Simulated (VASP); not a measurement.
Here is a VASP 6.6.1 calculation.

The input POSCAR:

```
Cu
1.0
    0.0000000000      1.7710239318      1.7710239318
    1.7710239318      0.0000000000      1.7710239318
    1.7710239318      1.7710239318      0.0000000000
Cu
1
Direct
    0.0000000000      0.0000000000      0.0000000000
```

File INCAR.step1:

```
PREC = Accurate
ENCUT = 600
ISMEAR = 0
SIGMA = 0.1
LREAL = F
LASPH = T
NELM = 80
GGA = PE
ALGO = Normal
EDIFF = 1E-4
LWAVE = T
LCHARG = F
```

Contents of INCAR.step2:

```
PREC = Accurate
ENCUT = 600
EDIFF = 1E-7
ISMEAR = 0
SIGMA = 0.1
LREAL = F
LASPH = T
NELM = 80
ALGO = Normal
ISIF = 3
LWAVE = F
LCHARG = F
METAGGA = R2SCAN
LMIXTAU = T
IBRION = 2
NSW = 70
EDIFFG = -0.008
PSTRESS = 50.0
ISTART = 1
```

File KPOINTS:

```
regular mesh
0
Gamma
  20 20 20
```

Potentials or basis: VASP PAW PBE potentials, release 64 (Cu).

Run with:

```sh
$ cat potpaw_PBE.64/Cu/POTCAR > POTCAR
$ cp INCAR.step1 INCAR
$ mpirun -np 1 vasp_std > vasp.out
$ cp INCAR.step2 INCAR
$ mpirun -np 1 vasp_std > vasp.out
```

**Question.** Estimate the relaxed cell.

**Answer.** a = 2.508 Å, b = 2.508 Å, c = 2.508 Å, α = 60.00°, β = 60.00°, γ = 60.00°.

**Question.** Estimate the band gap on the k mesh.

**Answer.** Zero (an odd number of electrons rules out a gap without spin polarisation).

**Question.** What does it give for the space group after relaxing (to 0.1 Å)?

**Answer.** Fm-3m (No. 225).

Step by step:
| step | energy change (eV) | largest force (eV/Å) | pressure (GPa) | volume (Å³) |
| --- | --- | --- | --- | --- |
| 1 | 0.0000 | 0.0000 | 5.73 | 11.11 |
| 2 | -0.0026 | 0.0000 | 4.39 | 11.19 |
| 3 | -0.0018 | 0.0000 | 4.88 | 11.16 |
| 4 | -0.0016 | 0.0000 | 5.04 | 11.16 |

Caveat: the cell is relaxed towards a set pressure, so the run minimises the enthalpy, not the energy; the PAW data sets were made with another functional, which shifts forces and pressure a little.
